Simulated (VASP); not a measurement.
# AlAs (F-43m) in VASP: notebook

The runs below take AlAs through single point, with PBEsol.

Everything below comes from runs of VASP 6.6.1. Logs are shortened: lines on timing, memory, paths and dates and some standing lists are left out, and cuts for length are marked.

### Step 1. The cell of the first run

It takes space group F-43m (No. 216, cubic). The conventional cell has a = 5.661 Å, b = 5.661 Å, c = 5.661 Å, α = 90.00°, β = 90.00°, γ = 90.00°. Within 3.2 Å of As (site symmetry -43m) lie 4 Al at 2.45 Å. Al (site symmetry -43m) has 4 As at 2.45 Å within 3.2 Å.

### Step 2. Single point, PBEsol

Contents of INCAR:

```
SYSTEM = AlAs
ALGO = Normal
EDIFF = 1E-6
ENCUT = 500
GGA = PS
GGA_COMPAT = .False.
ISIF = 2
ISMEAR = 0
LASPH = .True.
LCHARG = .True.
LELF = .True.
LREAL = .False.
LVHAR = .True.
LWAVE = .False.
NBANDS = 11
NELM = 120
PREC = Accurate
SIGMA = 0.02
```

Contents of KPOINTS:

```
k-points
0
Gamma
  12 12 12
  0 0 0
```

Contents of POSCAR:

```
AlAs
1.0
    0.0000000000      2.8304000000      2.8304000000
    2.8304000000      0.0000000000      2.8304000000
    2.8304000000      2.8304000000      0.0000000000
As Al
1 1
Direct
    0.7500000000      0.7500000000      0.7500000000
    0.0000000000      0.0000000000      0.0000000000
```

Potentials or basis: VASP PAW PBE potentials, release 64 (As, Al).

The run is started by

```
cat potpaw_PBE.64/As/POTCAR potpaw_PBE.64/Al/POTCAR > POTCAR
mpirun -np 1 vasp_std > vasp.out
```

OUTCAR:

```text
SYSTEM = AlAs
   EDIFF = 1E-6
   ENCUT = 500
   GGA = PS
   ISIF = 2
   ISMEAR = 0
   LASPH = .True.
   LREAL = .False.
   NELM = 120
   PREC = Accurate

 ion  position               nearest neighbor table
   1  0.750  0.750  0.750-   2 2.45   2 2.45   2 2.45   2 2.45
   2  0.000  0.000  0.000-   1 2.45   1 2.45   1 2.45   1 2.45

  LATTYP: Found a face centered cubic cell.
 ALAT       =     5.6608000000

  Lattice vectors:

 A1 = (   0.0000000000,   2.8304000000,   2.8304000000)
 A2 = (   2.8304000000,   0.0000000000,   2.8304000000)
 A3 = (   2.8304000000,   2.8304000000,   0.0000000000)

Analysis of symmetry for initial positions (statically):
=====================================================================
 Subroutine PRICEL returns:
 Original cell was already a primitive cell.

 Routine SETGRP: Setting up the symmetry group for a
 face centered cubic supercell.

 Subroutine GETGRP returns: Found 24 space group operations
 (whereof 24 operations were pure point group operations)
 out of a pool of 48 trial point group operations.

The static configuration has the point symmetry T_d .

Analysis of symmetry for dynamics (positions and initial velocities):
=====================================================================
 Subroutine PRICEL returns:
 Original cell was already a primitive cell.

 Routine SETGRP: Setting up the symmetry group for a
 face centered cubic supercell.

 Subroutine GETGRP returns: Found 24 space group operations
 (whereof 24 operations were pure point group operations)
 out of a pool of 48 trial point group operations.

The dynamic configuration has the point symmetry T_d .

 Subroutine INISYM returns: Found 24 space group operations
 (whereof 24 operations are pure point group operations),
 and found     1 'primitive' translations

----------------------------------------------------------------------------------------

                                     Primitive cell

  volume of cell :      45.3496

  direct lattice vectors                    reciprocal lattice vectors
     0.000000000  2.830400000  2.830400000    -0.176653477  0.176653477  0.176653477
     2.830400000  0.000000000  2.830400000     0.176653477 -0.176653477  0.176653477
     2.830400000  2.830400000  0.000000000     0.176653477  0.176653477 -0.176653477

  length of vectors
     4.002790067  4.002790067  4.002790067     0.305972797  0.305972797  0.305972797

  position of ions in fractional coordinates (direct lattice)
     0.750000000  0.750000000  0.750000000
     0.000000000  0.000000000  0.000000000

  ion indices of the primitive-cell ions
   primitive index   ion index
                 1           1
                 2           2

----------------------------------------------------------------------------------------

 KPOINTS: k-points

Automatic generation of k-mesh.
 Grid dimensions read from file:
 generate k-points for:   12   12   12

 Generating k-lattice:

  Cartesian coordinates                     Fractional coordinates (reciprocal lattice)
    -0.014721123  0.014721123  0.014721123     0.083333333  0.000000000  0.000000000
     0.014721123 -0.014721123  0.014721123     0.000000000  0.083333333  0.000000000
     0.014721123  0.014721123 -0.014721123     0.000000000  0.000000000  0.083333333

  Length of vectors
     0.025497733  0.025497733  0.025497733

  Shift w.r.t. Gamma in fractional coordinates (k-lattice)
     0.000000000  0.000000000  0.000000000

 Subroutine IBZKPT returns following result:
 ===========================================

 Found     72 irreducible k-points:

 Following reciprocal coordinates:
            Coordinates               Weight
  0.000000  0.000000  0.000000      1.000000
  0.083333  0.000000  0.000000      8.000000
  0.166667  0.000000  0.000000      8.000000
  0.250000  0.000000  0.000000      8.000000
  0.333333  0.000000  0.000000      8.000000
  0.416667  0.000000  0.000000      8.000000
[... 16 lines left out ...]
  0.500000  0.166667  0.000000     24.000000
 -0.416667  0.166667  0.000000     24.000000
 [... further k-points ...]
   k-points           NKPTS =     72   k-points in BZ     NKDIM =     72   number of bands    NBANDS=     11
   number of dos      NEDOS =    301   number of ions     NIONS =      2
   total plane-waves  NPLWV =  27000
   dimension x,y,z NGX =    30 NGY =   30 NGZ =   30
   dimension x,y,z NGXF=    60 NGYF=   60 NGZF=   60
   ions per type =               1   1
   NGX,Y,Z   is equivalent  to a cutoff of  12.46, 12.46, 12.46 a.u.
   NGXF,Y,Z  is equivalent  to a cutoff of  24.92, 24.92, 24.92 a.u.
 SYSTEM =  AlAs
   PREC   = accura    normal or accurate (medium, high low for compatibility)
   ISTART =      0    job   : 0-new  1-cont  2-samecut
   ICHARG =      2    charge: 1-file 2-atom 10-const
   ISPIN  =      1    spin polarized calculation?
   LNONCOLLINEAR =      F non collinear calculations
   LSORBIT =      F    spin-orbit coupling
   LASPH  =      T    aspherical Exc in radial PAW
   ENCUT  =  500.0 eV  36.75 Ry    6.06 a.u.   7.30  7.30  7.30*2*pi/ulx,y,z
   NELM   =    120;   NELMIN=  2; NELMDL= -5     # of ELM steps
   EDIFF  = 0.1E-05   stopping-criterion for ELM
   LREAL  =      F    real-space projection
   EDIFFG = 0.1E-04   stopping-criterion for IOM
   NSW    =      0    number of steps for IOM
   IBRION =     -1    ionic relax: 0-MD 1-quasi-New 2-CG
   NFREE  =      0    steps in history (QN), initial steepest desc. (CG)
   ISIF   =      2    stress and relaxation
   ISYM   =      2    0-nonsym 1-usesym 2-fastsym
   POTIM  = 0.5000    time-step for ionic-motion
   TEBEG  =    0.0;   TEEND  =   0.0 temperature during run
   PSTRESS=    0.0 pullay stress
   NELECT =       8.0000    total number of electrons
   NUPDOWN=      -1.0000    fix difference up-down
   EMIN   =  10.00;   EMAX   =-10.00  energy-range for DOS
   EFERMI =   0.00;   METHOD = LEGACY
   ISMEAR =     0;   SIGMA  =   0.02  broadening in eV -4-tet -1-fermi 0-gaus
   EFERMI_NEDOS =   21; number of points for ismear=-14 and -15
   IALGO  =     38    algorithm
   IMIX   =      4    mixing-type and parameters
     AMIX     =   0.40;   BMIX     =  1.00
     AMIX_MAG =   1.60;   BMIX_MAG =  1.00
  volume/ion in A,a.u.               =      22.67       153.02
  Fermi-wavevector in a.u.,A,eV,Ry     =   0.918150  1.735052 11.469706  0.843000
  Thomas-Fermi vector in A             =   2.043199
   LORBIT       =      0    0 simple, 1 ext, 2 COOP (PROOUT), +10 PAW based schemes
   GGA     = PS    functional components
   LHFCALC =     F    Hartree Fock is set to
   AEXX    =    0.0000 exact exchange contribution
   IVDW    =     0    specifies the selected vdW correction
   LEPSILON=     F    determine dielectric tensor
   LRPA    =     F    only Hartree local field effects (RPA)
 non-spin polarized calculation
 Gauss-broadening in eV      SIGMA  =   0.02
  energy-cutoff  :      500.00
  volume of cell :       45.35
 maximum number of plane-waves:      1179
 NGX is ok and might be reduce to    30
   NGX = 15   NGY = 15   NGZ = 15

 number of electron       8.0000000 magnetization

 Free energy of the ion-electron system (eV)
  ---------------------------------------------------
  ext. energy  EPLUGINS =         0.00000000
  ---------------------------------------------------
  free energy    TOTEN  =       -10.06529537 eV

  energy without entropy =      -10.06529537  energy(sigma->0) =      -10.06529537

 E-fermi :   3.9162     XC(G=0):  -9.1960

 val. band max:        3.8009053564   @ k =   0.0000   0.0000   0.0000
 cond. band min:       5.1207385786   @ k =   0.5000   0.5000   0.0000
 fundamental gap:      1.3198332223
 Fermi energy:         3.9162438714

 k-point     1 :       0.0000    0.0000    0.0000
  band No.  band energies     occupation
      1      -8.0861      2.00000
      2       3.8009      2.00000
      3       3.8009      2.00000
      4       3.8009      2.00000
      5       5.7811      0.00000
      6       8.0648      0.00000
      7       8.0648      0.00000
      8       8.0648      0.00000
      9      12.5127      0.00000
     10      12.7921      0.00000
     11      12.7921      0.00000

 k-point     2 :       0.0833    0.0000    0.0000
  band No.  band energies     occupation
      1      -8.0173      2.00000
      2       3.0070      2.00000
      3       3.7241      2.00000
      4       3.7241      2.00000
      5       6.3183      0.00000
      6       8.1735      0.00000
      7       8.2026      0.00000
      8       8.2026      0.00000
      9      12.4245      0.00000
     10      12.4245      0.00000
     11      12.8932      0.00000

 k-point     3 :       0.1667    0.0000    0.0000
  band No.  band energies     occupation
      1      -7.8169      2.00000
      2       1.6849      2.00000
      3       3.5371      2.00000
      4       3.5371      2.00000
      5       6.5705      0.00000
      6       8.5006      0.00000
      7       8.5006      0.00000
      8       8.9428      0.00000
      9      11.9795      0.00000
     10      11.9795      0.00000
     11      13.3849      0.00000

 k-point     4 :       0.2500    0.0000    0.0000
  band No.  band energies     occupation
      1      -7.5066      2.00000
      2       0.3914      2.00000
      3       3.3209      2.00000
      4       3.3209      2.00000
      5       6.3602      0.00000
      6       8.6816      0.00000
      7       8.6816      0.00000
      8      10.1813      0.00000
      9      12.0539      0.00000
     10      12.0539      0.00000
     11      13.0324      0.00000
[... 239 lines left out ...]
 k-point    22 :       0.4167    0.1667    0.0000
  band No.  band energies     occupation
      1      -6.8178      2.00000
      2      -0.9315      2.00000
      3       1.9758      2.00000
      4       2.4905      2.00000
      5       6.7194      0.00000
      6       8.5956      0.00000
      7       9.6757      0.00000
      8       9.7980      0.00000
      9      13.4246      0.00000
     10      14.9335      0.00000
     11      14.9754      0.00000

 k-point    23 :       0.5000    0.1667    0.0000
  band No.  band energies     occupation
      1      -6.5520      2.00000
      2      -1.4876      2.00000
      3       1.6691      2.00000
      4       2.5317      2.00000
      5       6.6996      0.00000
      6       8.5207      0.00000
      7       9.5371      0.00000
      8      10.8596      0.00000
      9      13.3695      0.00000
     10      15.1552      0.00000
     11      15.5978      0.00000

 k-point    24 :      -0.4167    0.1667    0.0000
  band No.  band energies     occupation
      1      -6.5111      2.00000
      2      -1.5634      2.00000
      3       1.4859      2.00000
      4       2.6811      2.00000
      5       6.8078      0.00000
      6       8.4970      0.00000
      7       9.3322      0.00000
      8      11.8818      0.00000
      9      13.1051      0.00000
     10      13.5519      0.00000
     11      14.9903      0.00000

 [... further k-points ...]
[... 5 lines left out ...]
  --------------------------------------------------------------------------------------
  -------------------------------------------------------------------------------------
  Total        0.2320745      0.2320745      0.2320745      0.0000000     -0.0000000     -0.0000000
  in kB        8.1990687      8.1990687      8.1990687      0.0000000     -0.0000000     -0.0000000
  external PRESSURE =       8.1990687 kB  Pullay stress =       0.0000000 kB

 VOLUME and BASIS-vectors are now :
 -----------------------------------------------------------------------------
  energy-cutoff  :      500.00
  volume of cell :       45.35
      direct lattice vectors                 reciprocal lattice vectors
     0.000000000  2.830400000  2.830400000    -0.176653477  0.176653477  0.176653477
     2.830400000  0.000000000  2.830400000     0.176653477 -0.176653477  0.176653477
     2.830400000  2.830400000  0.000000000     0.176653477  0.176653477 -0.176653477

 POSITION                                       TOTAL-FORCE (eV/Angst)
 -----------------------------------------------------------------------------------
      4.24560      4.24560      4.24560         0.000000     -0.000000     -0.000000
      0.00000      0.00000      0.00000        -0.000000      0.000000      0.000000
 -----------------------------------------------------------------------------------
    total drift:                               -0.000000     -0.000000     -0.000000

  FREE ENERGIE OF THE ION-ELECTRON SYSTEM (eV)
  ---------------------------------------------------
  free  energy   TOTEN  =       -10.0652953722 eV

  energy  without entropy=      -10.0652953722  energy(sigma->0) =      -10.06529537
```

Wall time 28 s (1 thread of Intel Xeon Platinum 8488C (Sapphire Rapids), shared host); peak memory 0.18 GiB.

Results:

| Item | Value |
| --- | --- |
| Free energy | -10.0653 eV |
| Pressure | 0.8 GPa |
| Band gap on the k mesh | 1.32 eV, indirect (least direct gap 1.98 eV) |

Caveat: the PAW data sets were made with another functional, which shifts forces and pressure a little.

### Step 3. Single point, PBEsol

This run uses another cell than the first one, of 23.36 Å³/atom, 1.030 times its volume.

Contents of INCAR:

```
SYSTEM = AlAs
PREC = Accurate
ENCUT = 500
EDIFF = 1E-6
ISMEAR = 0
SIGMA = 0.02
LREAL = .FALSE.
LASPH = .TRUE.
NELM = 120
ALGO = Normal
ISIF = 2
LWAVE = .FALSE.
LCHARG = .FALSE.
GGA = PS
NBANDS = 11
GGA_COMPAT = .FALSE.
```

Contents of KPOINTS:

```
regular mesh
0
G
  12 12 12
  0 0 0
```

Contents of POSCAR:

```
AlAs
1.0
    0.0000000000      2.8584255850      2.8584255850
    2.8584255850      0.0000000000      2.8584255850
    2.8584255850      2.8584255850      0.0000000000
As Al
1 1
Direct
    0.7500000000      0.7500000000      0.7500000000
    0.0000000000      0.0000000000      0.0000000000
```

Potentials or basis: VASP PAW PBE potentials, release 64 (As, Al).

The run is started by

```
cat potpaw_PBE.64/As/POTCAR potpaw_PBE.64/Al/POTCAR > POTCAR
mpirun -np 1 vasp_std > vasp.out
```

Wall time 30 s (1 thread of Intel Xeon Platinum 8488C (Sapphire Rapids), shared host); peak memory 0.19 GiB.

It converged, with:

- Free energy: -10.0632 eV
- Pressure: -1.3 GPa
- Band gap on the k mesh: 1.37 eV, indirect (least direct gap 1.75 eV)

Levels at points of the mesh, in eV from the valence-band top:
```
           k point  band 1  band 2  band 3  band 4  band 5  band 6  band 7  band 8  band 9
(0.00, 0.00, 0.00)  -11.72    0.00    0.00    0.00    1.75    4.21    4.21    4.21    8.55
(0.50, 0.00, 0.00)  -10.36   -5.47   -0.81   -0.81    1.97    4.61    4.61    7.52   10.82
(0.50, 0.50, 0.00)   -9.84   -5.34   -2.12   -2.12    1.37    2.22   10.06   10.06   11.35
```

Caveat: the PAW data sets were made with another functional, which shifts forces and pressure a little. Expect the measured gap to be larger: semilocal functionals such as PBEsol lack the derivative discontinuity.

### Step 4. Single point, PBEsol

This run uses another cell than the first one, of 24.04 Å³/atom, 1.060 times its volume.

Contents of INCAR:

```
  ALGO = Normal
  EDIFF = 1E-6
  ENCUT = 500
  GGA = PS
  GGA_COMPAT = False
  ISIF = 2
  ISMEAR = 0
  LASPH = True
  LCHARG = True
  LELF = True
  LREAL = False
  LVHAR = True
  LWAVE = False
  NBANDS = 11
  NELM = 120
  PREC = Accurate
  SIGMA = 0.02
```

Contents of KPOINTS:

```
k-points
0
Gamma
  12 12 12
```

Contents of POSCAR:

```
AlAs
1.0
    0.0000000000      2.8859121326      2.8859121326
    2.8859121326      0.0000000000      2.8859121326
    2.8859121326      2.8859121326      0.0000000000
As Al
1 1
Direct
    0.7500000000      0.7500000000      0.7500000000
    0.0000000000      0.0000000000      0.0000000000
```

The run is started by

```
cat potpaw_PBE.64/As/POTCAR potpaw_PBE.64/Al/POTCAR > POTCAR
mpirun -np 1 vasp_std > vasp.out
```

Run time: 32 s. Hardware: 1 thread of Intel Xeon Platinum 8488C (Sapphire Rapids), shared host; peak memory 0.19 GiB.

It converged, with:

```
Free energy            : -10.0445 eV
Pressure               : -3.1 GPa
Band gap on the k mesh : 1.42 eV, indirect (least direct gap 1.53 eV)
```

Levels at points of the mesh, in eV from the valence-band top:
| k point | band 2 | band 3 | band 4 | band 5 | band 6 | band 7 |
| --- | --- | --- | --- | --- | --- | --- |
| (0.00, 0.00, 0.00) | 0.00 | 0.00 | 0.00 | 1.53 | 4.17 | 4.17 |
| (0.50, 0.00, 0.00) | -5.35 | -0.78 | -0.78 | 1.87 | 4.59 | 4.59 |
| (0.50, 0.50, 0.00) | -5.24 | -2.06 | -2.06 | 1.42 | 2.21 | 9.84 |

Caveat: the PAW data sets were made with another functional, which shifts forces and pressure a little. PBEsol gaps usually lie below the measured ones, often by a third to a half.

### Step 5. The runs side by side

```csv
cell,gap on the mesh (eV),pressure (GPa)
"a = 4.003 Å, angles 60.0°, 2 atoms",1.32,0.8
"a = 4.042 Å, angles 60.0°, 2 atoms",1.37,-1.3
"a = 4.081 Å, angles 60.0°, 2 atoms",1.42,-3.1
```

Alike in all rows: task single point; level PBEsol; potentials or basis VASP PAW PBE potentials, release 64 (As, Al); no spin polarisation; k mesh 12 × 12 × 12; cutoff (eV) 500; smearing gaussian 0.02 eV.

Caveats: the PAW data sets were made with another functional, which shifts forces and pressure a little.

Total energies depend on the potentials used, so only differences within one code and one set of settings carry meaning.
